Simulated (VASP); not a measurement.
Input of a VASP 6.6.1 run:

File INCAR:

```
ALGO = Normal
EDIFF = 1E-7
ENCUT = 520
GGA = PS
ISIF = 2
ISMEAR = 0
LASPH = True
LCHARG = False
LREAL = False
LWAVE = False
NBANDS = 15
NELM = 60
PREC = Accurate
SIGMA = 0.05
```

File KPOINTS:

```
k-points
0
Gamma
  8 8 8
```

POSCAR

```
CaSe
1.0
    0.0000000000      2.9560000000      2.9560000000
    2.9560000000      0.0000000000      2.9560000000
    2.9560000000      2.9560000000      0.0000000000
Ca Se
1 1
Direct
    0.0000000000      0.0000000000      0.0000000000
    0.4936569689      0.4936569689      0.5063430311
```

Potentials or basis: VASP PAW PBE potentials, release 64 (Ca_sv, Se).

The run is started by

```sh
$ cat potpaw_PBE.64/Ca_sv/POTCAR potpaw_PBE.64/Se/POTCAR > POTCAR
$ mpirun -np 1 vasp_std > vasp.out
```

Task: Predict the band gap on the k mesh.

Result: 1.93 eV, indirect (least direct gap 2.87 eV).

Task: Predict the largest force.

Result: 0.112 eV/Å.

Task: Predict the pressure.

Result: -0.9 GPa.

Stress tensor (GPa, compression positive):
```
-0.92  0.00  0.00
 0.00 -0.92  0.00
 0.00  0.00 -0.83
```

Caveat: the cell differs from its parent crystal (all Se atoms moved +0.037 Å, as atom 2 towards its neighbour atom 1 (Ca) at 2.956 Å); the PAW data sets were made with another functional, which shifts forces and pressure a little. A k mesh can miss the band edges.
